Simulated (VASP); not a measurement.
# TaN (Fm-3m) in VASP: notebook

Runs on TaN. Level: LDA. Tasks: single point, relaxation of cell and atoms.

All numbers are computed with VASP 6.6.1; they aren't measurements. Logs are shortened: lines on timing, memory, paths and dates and some standing lists are left out, and cuts for length are marked.

### 1 The cell of the first run

Symmetry: Fm-3m, No. 225, cubic system. The conventional cell has a = 4.342 Å, b = 4.342 Å, c = 4.342 Å, α = 90.00°, β = 90.00°, γ = 90.00°. Ta (site symmetry m-3m) has 6 N at 2.17 Å within 2.9 Å. Within 2.9 Å of N (site symmetry m-3m) lie 6 Ta at 2.17 Å.

### 2 Single point, LDA

INCAR reads:

```
SYSTEM = TaN
ALGO = Normal ; EDIFF = 1E-7
ENCUT = 520 ; ISIF = 2
ISMEAR = -1 ; LASPH = .True.
LCHARG = .False. ; LREAL = .False.
LWAVE = .False. ; NBANDS = 15
NELM = 100 ; PREC = Accurate
SIGMA = 0.15
```

KPOINTS reads:

```
k-points
0
Gamma
  16 16 16
  0 0 0
```

POSCAR reads:

```
TaN
1.0
    0.0000000000      2.1708986267      2.1708986267
    2.1708986267      0.0000000000      2.1708986267
    2.1708986267      2.1708986267      0.0000000000
Ta N
1 1
Direct
    0.5000000000      0.5000000000      0.5000000000
    0.0000000000      0.0000000000      0.0000000000
```

Potentials or basis: VASP PAW LDA potentials, release 64 (Ta_pv, N).

On the command line:

```bash
cat potpaw_LDA.64/Ta_pv/POTCAR potpaw_LDA.64/N/POTCAR > POTCAR
mpirun -np 1 vasp_std > vasp.out
```

OUTCAR:

```text
SYSTEM = TaN
   EDIFF = 1E-7
   ENCUT = 520
   ISIF = 2
   ISMEAR = -1
   LASPH = .True.
   LREAL = .False.
   NELM = 100
   PREC = Accurate

 ion  position               nearest neighbor table
   1  0.500  0.500  0.500-   2 2.17   2 2.17   2 2.17   2 2.17   2 2.17   2 2.17
   2  0.000  0.000  0.000-   1 2.17   1 2.17   1 2.17   1 2.17   1 2.17   1 2.17

  LATTYP: Found a face centered cubic cell.
 ALAT       =     4.3417972534

  Lattice vectors:

 A1 = (   0.0000000000,   2.1708986267,   2.1708986267)
 A2 = (   2.1708986267,   0.0000000000,   2.1708986267)
 A3 = (   2.1708986267,   2.1708986267,   0.0000000000)

Analysis of symmetry for initial positions (statically):
=====================================================================
 Subroutine PRICEL returns:
 Original cell was already a primitive cell.

 Routine SETGRP: Setting up the symmetry group for a
 face centered cubic supercell.

 Subroutine GETGRP returns: Found 48 space group operations
 (whereof 48 operations were pure point group operations)
 out of a pool of 48 trial point group operations.

The static configuration has the point symmetry O_h .

Analysis of symmetry for dynamics (positions and initial velocities):
=====================================================================
 Subroutine PRICEL returns:
 Original cell was already a primitive cell.

 Routine SETGRP: Setting up the symmetry group for a
 face centered cubic supercell.

 Subroutine GETGRP returns: Found 48 space group operations
 (whereof 48 operations were pure point group operations)
 out of a pool of 48 trial point group operations.

The dynamic configuration has the point symmetry O_h .

 Subroutine INISYM returns: Found 48 space group operations
 (whereof 48 operations are pure point group operations),
 and found     1 'primitive' translations

----------------------------------------------------------------------------------------

                                     Primitive cell

  volume of cell :      20.4620

  direct lattice vectors                    reciprocal lattice vectors
     0.000000000  2.170898627  2.170898627    -0.230319368  0.230319368  0.230319368
     2.170898627  0.000000000  2.170898627     0.230319368 -0.230319368  0.230319368
     2.170898627  2.170898627  0.000000000     0.230319368  0.230319368 -0.230319368

  length of vectors
     3.070114280  3.070114280  3.070114280     0.398924848  0.398924848  0.398924848

  position of ions in fractional coordinates (direct lattice)
     0.500000000  0.500000000  0.500000000
     0.000000000  0.000000000  0.000000000

  ion indices of the primitive-cell ions
   primitive index   ion index
                 1           1
                 2           2

----------------------------------------------------------------------------------------

 KPOINTS: k-points

Automatic generation of k-mesh.
 Grid dimensions read from file:
 generate k-points for:   16   16   16

 Generating k-lattice:

  Cartesian coordinates                     Fractional coordinates (reciprocal lattice)
    -0.014394961  0.014394961  0.014394961     0.062500000  0.000000000  0.000000000
     0.014394961 -0.014394961  0.014394961     0.000000000  0.062500000  0.000000000
     0.014394961  0.014394961 -0.014394961     0.000000000  0.000000000  0.062500000

  Length of vectors
     0.024932803  0.024932803  0.024932803

  Shift w.r.t. Gamma in fractional coordinates (k-lattice)
     0.000000000  0.000000000  0.000000000

 Subroutine IBZKPT returns following result:
 ===========================================

 Found    145 irreducible k-points:

 Following reciprocal coordinates:
            Coordinates               Weight
  0.000000  0.000000  0.000000      1.000000
  0.062500  0.000000  0.000000      8.000000
  0.125000  0.000000  0.000000      8.000000
  0.187500  0.000000  0.000000      8.000000
  0.250000  0.000000  0.000000      8.000000
  0.312500  0.000000  0.000000      8.000000
[... 16 lines left out ...]
 -0.125000  0.062500  0.000000     24.000000
 -0.062500  0.062500  0.000000     12.000000
 [... further k-points ...]
   k-points           NKPTS =    145   k-points in BZ     NKDIM =    145   number of bands    NBANDS=     15
   number of dos      NEDOS =    301   number of ions     NIONS =      2
   total plane-waves  NPLWV =  13824
   dimension x,y,z NGX =    24 NGY =   24 NGZ =   24
   dimension x,y,z NGXF=    48 NGYF=   48 NGZF=   48
   ions per type =               1   1
   NGX,Y,Z   is equivalent  to a cutoff of  13.00, 13.00, 13.00 a.u.
   NGXF,Y,Z  is equivalent  to a cutoff of  25.99, 25.99, 25.99 a.u.
 SYSTEM =  TaN
   PREC   = accura    normal or accurate (medium, high low for compatibility)
   ISTART =      0    job   : 0-new  1-cont  2-samecut
   ICHARG =      2    charge: 1-file 2-atom 10-const
   ISPIN  =      1    spin polarized calculation?
   LNONCOLLINEAR =      F non collinear calculations
   LSORBIT =      F    spin-orbit coupling
   LASPH  =      T    aspherical Exc in radial PAW
   ENCUT  =  520.0 eV  38.22 Ry    6.18 a.u.   5.71  5.71  5.71*2*pi/ulx,y,z
   NELM   =    100;   NELMIN=  2; NELMDL= -5     # of ELM steps
   EDIFF  = 0.1E-06   stopping-criterion for ELM
   LREAL  =      F    real-space projection
   EDIFFG = 0.1E-05   stopping-criterion for IOM
   NSW    =      0    number of steps for IOM
   IBRION =     -1    ionic relax: 0-MD 1-quasi-New 2-CG
   NFREE  =      0    steps in history (QN), initial steepest desc. (CG)
   ISIF   =      2    stress and relaxation
   ISYM   =      2    0-nonsym 1-usesym 2-fastsym
   POTIM  = 0.5000    time-step for ionic-motion
   TEBEG  =    0.0;   TEEND  =   0.0 temperature during run
   PSTRESS=    0.0 pullay stress
   NELECT =      16.0000    total number of electrons
   NUPDOWN=      -1.0000    fix difference up-down
   EMIN   =  10.00;   EMAX   =-10.00  energy-range for DOS
   EFERMI =   0.00;   METHOD = LEGACY
   ISMEAR =    -1;   SIGMA  =   0.15  broadening in eV -4-tet -1-fermi 0-gaus
   EFERMI_NEDOS =   21; number of points for ismear=-14 and -15
   IALGO  =     38    algorithm
   IMIX   =      4    mixing-type and parameters
     AMIX     =   0.40;   BMIX     =  1.00
     AMIX_MAG =   1.60;   BMIX_MAG =  1.00
  volume/ion in A,a.u.               =      10.23        69.04
  Fermi-wavevector in a.u.,A,eV,Ry     =   1.508222  2.850126 30.949631  2.274734
  Thomas-Fermi vector in A             =   2.618705
   LORBIT       =      0    0 simple, 1 ext, 2 COOP (PROOUT), +10 PAW based schemes
   GGA     = CA    functional components
   LHFCALC =     F    Hartree Fock is set to
   AEXX    =    0.0000 exact exchange contribution
   IVDW    =     0    specifies the selected vdW correction
   LEPSILON=     F    determine dielectric tensor
   LRPA    =     F    only Hartree local field effects (RPA)
 non-spin polarized calculation
  energy-cutoff  :      520.00
  volume of cell :       20.46
 maximum number of plane-waves:       568
   NGX = 11   NGY = 11   NGZ = 11

 number of electron      16.0000000 magnetization

 Free energy of the ion-electron system (eV)
  ---------------------------------------------------
  ext. energy  EPLUGINS =         0.00000000
  ---------------------------------------------------
  free energy    TOTEN  =       -24.17519707 eV

  energy without entropy =      -24.11580582  energy(sigma->0) =      -24.14550145

 E-fermi :   9.8386     XC(G=0): -13.8708

 val. band max:        9.8257184052   @ k =  -0.3125   0.3750   0.1875
 cond. band min:       9.8443226399   @ k =  -0.3125   0.3125   0.1250
 fundamental gap:      0.0186042347
 Fermi energy:         9.8386153629

 k-point     1 :       0.0000    0.0000    0.0000
  band No.  band energies     occupation
      1     -25.6367      2.00000
      2     -25.6367      2.00000
      3     -25.6367      2.00000
      4      -9.0781      2.00000
      5       5.9679      2.00000
      6       5.9679      2.00000
      7       5.9679      2.00000
      8       7.6056      2.00000
      9       7.6056      2.00000
     10       7.6056      2.00000
     11       9.8544      0.94759
     12       9.8544      0.94758
     13      11.9173      0.00000
     14      19.3438      0.00000
     15      21.3396      0.00000

 k-point     2 :       0.0625    0.0000    0.0000
  band No.  band energies     occupation
      1     -25.6787      2.00000
      2     -25.6404      2.00000
      3     -25.6404      2.00000
      4      -8.9732      2.00000
      5       5.4406      2.00000
      6       5.5973      2.00000
      7       5.5973      2.00000
      8       7.7738      2.00000
      9       7.7738      2.00000
     10       7.8598      2.00000
     11      10.2774      0.10187
     12      10.2774      0.10187
     13      12.1939      0.00000
     14      19.6536      0.00000
     15      21.3396      0.00000

 k-point     3 :       0.1250    0.0000    0.0000
  band No.  band energies     occupation
      1     -25.7963      2.00000
      2     -25.6509      2.00000
      3     -25.6509      2.00000
      4      -8.6704      2.00000
      5       4.3840      2.00000
      6       4.8441      2.00000
      7       4.8441      2.00000
      8       8.1593      1.99997
      9       8.1593      1.99997
     10       8.2356      1.99995
     11      11.2943      0.00012
     12      11.2943      0.00012
     13      12.9072      0.00000
     14      20.5146      0.00000
     15      21.3393      0.00000

 k-point     4 :       0.1875    0.0000    0.0000
  band No.  band energies     occupation
      1     -25.9675      2.00000
      2     -25.6664      2.00000
      3     -25.6664      2.00000
      4      -8.2034      2.00000
      5       3.2030      2.00000
      6       4.0517      2.00000
      7       4.0517      2.00000
      8       8.6095      1.99945
      9       8.7109      1.99891
     10       8.7109      1.99891
     11      12.5746      0.00000
     12      12.5746      0.00000
     13      13.8147      0.00000
     14      21.3379      0.00000
     15      21.6946      0.00000
[... 307 lines left out ...]
 k-point    22 :      -0.1875    0.0625    0.0000
  band No.  band energies     occupation
      1     -26.0383      2.00000
      2     -25.7118      2.00000
      3     -25.6590      2.00000
      4      -7.9592      2.00000
      5       2.6258      2.00000
      6       3.5404      2.00000
      7       4.0587      2.00000
      8       8.6245      1.99939
      9       8.6726      1.99916
     10       9.6707      1.50779
     11      12.1007      0.00000
     12      13.7992      0.00000
     13      14.4702      0.00000
     14      21.3376      0.00000
     15      22.2685      0.00000

 k-point    23 :      -0.1250    0.0625    0.0000
  band No.  band energies     occupation
      1     -25.8644      2.00000
      2     -25.6879      2.00000
      3     -25.6455      2.00000
      4      -8.4534      2.00000
      5       3.7098      2.00000
      6       4.2574      2.00000
      7       4.7706      2.00000
      8       8.0988      1.99998
      9       8.3595      1.99990
     10       8.9679      1.99399
     11      11.0023      0.00085
     12      12.4546      0.00000
     13      13.5286      0.00000
     14      21.1218      0.00000
     15      21.3391      0.00000

 k-point    24 :      -0.0625    0.0625    0.0000
  band No.  band energies     occupation
      1     -25.7366      2.00000
      2     -25.6628      2.00000
      3     -25.6390      2.00000
      4      -8.8044      2.00000
      5       4.7245      2.00000
      6       5.0106      2.00000
      7       5.3792      2.00000
      8       7.7883      2.00000
      9       8.0399      1.99999
     10       8.3561      1.99990
     11      10.3380      0.06917
     12      11.2234      0.00020
     13      12.6728      0.00000
     14      20.1464      0.00000
     15      21.3394      0.00000

 [... further k-points ...]

------------------------ aborting loop because EDIFF is reached ----------------------------------------

  FORCE on cell =-STRESS in cart. coord.  units (eV):
  Direction    XX          YY          ZZ          XY          YZ          ZX
  --------------------------------------------------------------------------------------
  -------------------------------------------------------------------------------------
  Total        0.5234284      0.5234284      0.5234284      0.0000000      0.0000000      0.0000000
  in kB       40.9844644     40.9844644     40.9844644      0.0000000      0.0000000      0.0000000
  external PRESSURE =      40.9844644 kB  Pullay stress =       0.0000000 kB

 VOLUME and BASIS-vectors are now :
 -----------------------------------------------------------------------------
  energy-cutoff  :      520.00
  volume of cell :       20.46
      direct lattice vectors                 reciprocal lattice vectors
     0.000000000  2.170898627  2.170898627    -0.230319368  0.230319368  0.230319368
     2.170898627  0.000000000  2.170898627     0.230319368 -0.230319368  0.230319368
     2.170898627  2.170898627  0.000000000     0.230319368  0.230319368 -0.230319368

 POSITION                                       TOTAL-FORCE (eV/Angst)
 -----------------------------------------------------------------------------------
      2.17090      2.17090      2.17090        -0.000000     -0.000000      0.000000
      0.00000      0.00000      0.00000         0.000000      0.000000     -0.000000
 -----------------------------------------------------------------------------------
    total drift:                                0.000000     -0.000000     -0.000000

  FREE ENERGIE OF THE ION-ELECTRON SYSTEM (eV)
  ---------------------------------------------------
  free  energy   TOTEN  =       -24.1751970714 eV

  energy  without entropy=      -24.1158058234  energy(sigma->0) =      -24.14550145
```

Wall time 15 s (1 thread of Intel Xeon Platinum 8559C (Emerald Rapids), shared host); peak memory 0.16 GiB.

Results:

```
Free energy            : -24.1752 eV
Pressure               : 4.1 GPa
Band gap on the k mesh : zero (bands 8 and 9 overlap by 4.24 eV)
```

Caveat: the cell stands under pressure; spin-orbit coupling is left out, which moves the levels of the heavy elements.

(Continued in part 2 of 3.)
